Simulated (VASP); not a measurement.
# TiC3 (Pm-3n) in VASP: further runs

The runs below take TiC3 through single point, with PBE.

All numbers are computed with VASP 6.6.1; they aren't measurements. Logs are shortened: lines on timing, memory, paths and dates and some standing lists are left out, and cuts for length are marked.

## (1) The cell of the first run

It takes space group Pm-3n (No. 223, cubic). The conventional cell has a = 4.552 Å, b = 4.552 Å, c = 4.552 Å, α = 90.00°, β = 90.00°, γ = 90.00°. Within 3.4 Å of Ti (site symmetry m-3) lie 12 C at 2.54 Å. C (site symmetry -4m2) has 10 C at 2.28 to 2.79 Å and 4 Ti at 2.54 Å within 3.0 Å.

## (2) Single point, PBE

Contents of INCAR:

```
SYSTEM = TiC3
  PREC = Accurate
  ENCUT = 520
  EDIFF = 1E-7
  ISMEAR = 0
  SIGMA = 0.1
  LREAL = .FALSE.
  LASPH = .TRUE.
  NELM = 80
  ALGO = Normal
  ISIF = 2
  LWAVE = .FALSE.
  LCHARG = .FALSE.
  GGA = PE
  NBANDS = 34
```

Contents of KPOINTS:

```
Automatic mesh
0
G
  4 4 4
  0 0 0
```

Contents of POSCAR:

```
TiC3
1.0
    4.5520428300      0.0000000000      0.0000000000
    0.0000000000      4.5520428300      0.0000000000
    0.0000000000      0.0000000000      4.5520428300
Ti C
2 6
Direct
    0.0000000000      0.0000000000      0.0000000000
    0.5000000000      0.5000000000      0.5000000000
    0.2500000000      0.0000000000      0.5000000000
    0.7500000000      0.0000000000      0.5000000000
    0.0000000000      0.5000000000      0.2500000000
    0.0000000000      0.5000000000      0.7500000000
    0.5000000000      0.7500000000      0.0000000000
    0.5000000000      0.2500000000      0.0000000000
```

Potentials or basis: VASP PAW PBE potentials, release 64 (Ti_sv, C).

Launch:

```console
> cat potpaw_PBE.64/Ti_sv/POTCAR potpaw_PBE.64/C/POTCAR > POTCAR
> mpirun -np 1 vasp_std > vasp.out
```

OUTCAR:

```text
SYSTEM = TiC3
   PREC = Accurate
   ENCUT = 520
   EDIFF = 1E-7
   ISMEAR = 0
   LREAL = .FALSE.
   LASPH = .TRUE.
   NELM = 80
   ISIF = 2
   GGA = PE

 ion  position               nearest neighbor table
   1  0.000  0.000  0.000-
   2  0.500  0.500  0.500-
   3  0.250  0.000  0.500-
   4  0.750  0.000  0.500-
   5  0.000  0.500  0.250-
   6  0.000  0.500  0.750-
   7  0.500  0.750  0.000-
   8  0.500  0.250  0.000-

  LATTYP: Found a simple cubic cell.
 ALAT       =     4.5520428300

  Lattice vectors:

 A1 = (   4.5520428300,   0.0000000000,   0.0000000000)
 A2 = (   0.0000000000,   4.5520428300,   0.0000000000)
 A3 = (   0.0000000000,   0.0000000000,   4.5520428300)

Analysis of symmetry for initial positions (statically):
=====================================================================
 Subroutine PRICEL returns:
 Original cell was already a primitive cell.

 Routine SETGRP: Setting up the symmetry group for a
 simple cubic supercell.

 Subroutine GETGRP returns: Found 48 space group operations
 (whereof 24 operations were pure point group operations)
 out of a pool of 48 trial point group operations.

The static configuration has the point symmetry T_h .
 The point group associated with its full space group is O_h .

Analysis of symmetry for dynamics (positions and initial velocities):
=====================================================================
 Subroutine PRICEL returns:
 Original cell was already a primitive cell.

 Routine SETGRP: Setting up the symmetry group for a
 simple cubic supercell.

 Subroutine GETGRP returns: Found 48 space group operations
 (whereof 24 operations were pure point group operations)
 out of a pool of 48 trial point group operations.

The dynamic configuration has the point symmetry T_h .
 The point group associated with its full space group is O_h .

 Subroutine INISYM returns: Found 48 space group operations
 (whereof 24 operations are pure point group operations),
 and found     1 'primitive' translations

----------------------------------------------------------------------------------------

                                     Primitive cell

  volume of cell :      94.3233

  direct lattice vectors                    reciprocal lattice vectors
     4.552042830  0.000000000  0.000000000     0.219681589  0.000000000  0.000000000
     0.000000000  4.552042830  0.000000000     0.000000000  0.219681589  0.000000000
     0.000000000  0.000000000  4.552042830     0.000000000  0.000000000  0.219681589

  length of vectors
     4.552042830  4.552042830  4.552042830     0.219681589  0.219681589  0.219681589

  position of ions in fractional coordinates (direct lattice)
     0.000000000  0.000000000  0.000000000
     0.500000000  0.500000000  0.500000000
     0.250000000  0.000000000  0.500000000
     0.750000000  0.000000000  0.500000000
     0.000000000  0.500000000  0.250000000
     0.000000000  0.500000000  0.750000000
     0.500000000  0.750000000  0.000000000
     0.500000000  0.250000000  0.000000000

  ion indices of the primitive-cell ions
   primitive index   ion index
                 1           1
                 2           2
                 3           3
                 4           4
                 5           5
                 6           6
                 7           7
                 8           8

----------------------------------------------------------------------------------------

 KPOINTS: Automatic mesh

Automatic generation of k-mesh.
 Grid dimensions read from file:
 generate k-points for:    4    4    4

 Generating k-lattice:

  Cartesian coordinates                     Fractional coordinates (reciprocal lattice)
     0.054920397  0.000000000  0.000000000     0.250000000  0.000000000  0.000000000
     0.000000000  0.054920397  0.000000000     0.000000000  0.250000000  0.000000000
     0.000000000  0.000000000  0.054920397     0.000000000  0.000000000  0.250000000

  Length of vectors
     0.054920397  0.054920397  0.054920397

  Shift w.r.t. Gamma in fractional coordinates (k-lattice)
     0.000000000  0.000000000  0.000000000

 Subroutine IBZKPT returns following result:
 ===========================================

 Found     10 irreducible k-points:

 Following reciprocal coordinates:
            Coordinates               Weight
  0.000000  0.000000  0.000000      1.000000
  0.250000  0.000000  0.000000      6.000000
  0.500000  0.000000  0.000000      3.000000
  0.250000  0.250000  0.000000     12.000000
  0.500000  0.250000  0.000000     12.000000
  0.500000  0.500000  0.000000      3.000000
  0.250000  0.250000  0.250000      8.000000
  0.500000  0.250000  0.250000     12.000000
  0.500000  0.500000  0.250000      6.000000
  0.500000  0.500000  0.500000      1.000000
   k-points           NKPTS =     10   k-points in BZ     NKDIM =     10   number of bands    NBANDS=     34
   number of dos      NEDOS =    301   number of ions     NIONS =      8
   total plane-waves  NPLWV =  46656
   dimension x,y,z NGX =    36 NGY =   36 NGZ =   36
   dimension x,y,z NGXF=    72 NGYF=   72 NGZF=   72
   ions per type =               2   6
   NGX,Y,Z   is equivalent  to a cutoff of  13.15, 13.15, 13.15 a.u.
   NGXF,Y,Z  is equivalent  to a cutoff of  26.30, 26.30, 26.30 a.u.
 SYSTEM =  TiC3
   PREC   = accura    normal or accurate (medium, high low for compatibility)
   ISTART =      0    job   : 0-new  1-cont  2-samecut
   ICHARG =      2    charge: 1-file 2-atom 10-const
   ISPIN  =      1    spin polarized calculation?
   LNONCOLLINEAR =      F non collinear calculations
   LSORBIT =      F    spin-orbit coupling
   LASPH  =      T    aspherical Exc in radial PAW
   ENCUT  =  520.0 eV  38.22 Ry    6.18 a.u.   8.46  8.46  8.46*2*pi/ulx,y,z
   NELM   =     80;   NELMIN=  2; NELMDL= -5     # of ELM steps
   EDIFF  = 0.1E-06   stopping-criterion for ELM
   LREAL  =      F    real-space projection
   EDIFFG = 0.1E-05   stopping-criterion for IOM
   NSW    =      0    number of steps for IOM
   IBRION =     -1    ionic relax: 0-MD 1-quasi-New 2-CG
   NFREE  =      0    steps in history (QN), initial steepest desc. (CG)
   ISIF   =      2    stress and relaxation
   ISYM   =      2    0-nonsym 1-usesym 2-fastsym
   POTIM  = 0.5000    time-step for ionic-motion
   TEBEG  =    0.0;   TEEND  =   0.0 temperature during run
   PSTRESS=    0.0 pullay stress
   NELECT =      48.0000    total number of electrons
   NUPDOWN=      -1.0000    fix difference up-down
   EMIN   =  10.00;   EMAX   =-10.00  energy-range for DOS
   EFERMI =   0.00;   METHOD = LEGACY
   ISMEAR =     0;   SIGMA  =   0.10  broadening in eV -4-tet -1-fermi 0-gaus
   EFERMI_NEDOS =   21; number of points for ismear=-14 and -15
   IALGO  =     38    algorithm
   IMIX   =      4    mixing-type and parameters
     AMIX     =   0.40;   BMIX     =  1.00
     AMIX_MAG =   1.60;   BMIX_MAG =  1.00
  volume/ion in A,a.u.               =      11.79        79.57
  Fermi-wavevector in a.u.,A,eV,Ry     =   1.307020  2.469910 23.242850  1.708301
  Thomas-Fermi vector in A             =   2.437783
   LORBIT       =      0    0 simple, 1 ext, 2 COOP (PROOUT), +10 PAW based schemes
   GGA     = PE    functional components
   LHFCALC =     F    Hartree Fock is set to
   AEXX    =    0.0000 exact exchange contribution
   IVDW    =     0    specifies the selected vdW correction
   LEPSILON=     F    determine dielectric tensor
   LRPA    =     F    only Hartree local field effects (RPA)
 non-spin polarized calculation
 Gauss-broadening in eV      SIGMA  =   0.10
  energy-cutoff  :      520.00
  volume of cell :       94.32
 maximum number of plane-waves:      2560
 NGX is ok and might be reduce to    36
   NGX = 17   NGY = 17   NGZ = 17

 number of electron      48.0000011 magnetization

 Free energy of the ion-electron system (eV)
  ---------------------------------------------------
  ext. energy  EPLUGINS =         0.00000000
  ---------------------------------------------------
  free energy    TOTEN  =       -51.11596319 eV

  energy without entropy =      -51.08583494  energy(sigma->0) =      -51.10089907

 E-fermi :   5.2994     XC(G=0): -11.2691

 val. band max:        5.2906138339   @ k =   0.2500   0.2500   0.0000
 cond. band min:       5.3931551444   @ k =   0.5000   0.5000   0.5000
 fundamental gap:      0.1025413105
 Fermi energy:         5.2993605316

 k-point     1 :       0.0000    0.0000    0.0000
  band No.  band energies     occupation
      1     -52.2541      2.00000
      2     -52.2513      2.00000
      3     -28.4486      2.00000
      4     -28.4486      2.00000
      5     -28.4486      2.00000
      6     -28.4304      2.00000
[... 26 lines left out ...]
     33       7.9009      0.00000
     34       9.2706      0.00000

 k-point     2 :       0.2500    0.0000    0.0000
  band No.  band energies     occupation
      1     -52.2537      2.00000
      2     -52.2517      2.00000
      3     -28.4480      2.00000
      4     -28.4458      2.00000
      5     -28.4458      2.00000
      6     -28.4352      2.00000
[... 26 lines left out ...]
     33       8.5136      0.00000
     34       8.5381      0.00000

 k-point     3 :       0.5000    0.0000    0.0000
  band No.  band energies     occupation
      1     -52.2527      2.00000
      2     -52.2527      2.00000
      3     -28.4437      2.00000
      4     -28.4437      2.00000
      5     -28.4393      2.00000
      6     -28.4393      2.00000
[... 26 lines left out ...]
     33       7.8858      0.00000
     34       7.8858      0.00000
[... 186 lines left out ...]
 k-point     9 :       0.5000    0.5000    0.2500
  band No.  band energies     occupation
      1     -52.2525      2.00000
      2     -52.2525      2.00000
      3     -28.4523      2.00000
      4     -28.4523      2.00000
      5     -28.4411      2.00000
      6     -28.4411      2.00000
[... 26 lines left out ...]
     33       7.9744      0.00000
     34       8.0310      0.00000

 k-point    10 :       0.5000    0.5000    0.5000
  band No.  band energies     occupation
      1     -52.2525      2.00000
      2     -52.2525      2.00000
      3     -28.4431      2.00000
      4     -28.4431      2.00000
      5     -28.4431      2.00000
      6     -28.4431      2.00000
[... 26 lines left out ...]
     33       8.4398      0.00000
     34       8.4398      0.00000

------------------------ aborting loop because EDIFF is reached ----------------------------------------

  FORCE on cell =-STRESS in cart. coord.  units (eV):
  Direction    XX          YY          ZZ          XY          YZ          ZX
  --------------------------------------------------------------------------------------
  -------------------------------------------------------------------------------------
  Total      -21.7049756    -21.7049756    -21.7049756      0.0000000     -0.0000000     -0.0000000
  in kB     -368.6810923   -368.6810923   -368.6810923      0.0000000     -0.0000000     -0.0000000
  external PRESSURE =    -368.6810923 kB  Pullay stress =       0.0000000 kB

 VOLUME and BASIS-vectors are now :
 -----------------------------------------------------------------------------
  energy-cutoff  :      520.00
  volume of cell :       94.32
      direct lattice vectors                 reciprocal lattice vectors
     4.552042830  0.000000000  0.000000000     0.219681589  0.000000000  0.000000000
     0.000000000  4.552042830  0.000000000     0.000000000  0.219681589  0.000000000
     0.000000000  0.000000000  4.552042830     0.000000000  0.000000000  0.219681589

 POSITION                                       TOTAL-FORCE (eV/Angst)
 -----------------------------------------------------------------------------------
      0.00000      0.00000      0.00000         0.000000      0.000000      0.000000
      2.27602      2.27602      2.27602         0.000000      0.000000      0.000000
      1.13801      0.00000      2.27602         0.000000      0.000000     -0.000000
      3.41403      0.00000      2.27602        -0.000000     -0.000000      0.000000
      0.00000      2.27602      1.13801        -0.000000      0.000000      0.000000
      0.00000      2.27602      3.41403         0.000000     -0.000000      0.000000
      2.27602      3.41403      0.00000        -0.000000      0.000000     -0.000000
      2.27602      1.13801      0.00000        -0.000000     -0.000000      0.000000
 -----------------------------------------------------------------------------------
    total drift:                                0.000000      0.000000      0.000000

  FREE ENERGIE OF THE ION-ELECTRON SYSTEM (eV)
  ---------------------------------------------------
  free  energy   TOTEN  =       -51.1159631890 eV

  energy  without entropy=      -51.0858349432  energy(sigma->0) =      -51.10089907
```

Run time: 21 s. Hardware: 1 thread of Intel Xeon 6975P-C (Granite Rapids), shared host; peak memory 0.2 GiB.

Results:

| Item | Value |
| --- | --- |
| Free energy | -51.1160 eV |
| Pressure | -36.9 GPa |
| Band gap on the k mesh | zero (band 24 reaches 5.68 eV, above the bottom of band 25 at 4.85 eV) |

Levels at points of the mesh, in eV from the Fermi level:
```tsv
k point	band 20	band 21	band 22	band 23	band 24	band 25	band 26	band 27	band 28	band 29
(0.00, 0.00, 0.00)	-2.87	-2.18	-2.18	-2.18	-0.08	-0.08	-0.08	0.94	0.94	0.94
(0.50, 0.00, 0.00)	-1.74	-1.24	-1.24	-0.39	-0.39	0.48	0.48	1.12	1.12	1.61
(0.50, 0.50, 0.00)	-1.87	-1.35	-1.35	-0.24	0.38	0.38	0.57	1.16	1.19	1.42
(0.50, 0.50, 0.50)	-0.86	0.09	0.09	0.09	0.09	0.09	0.09	0.32	0.32	0.32
```

(Continued in part 2 of 2.)
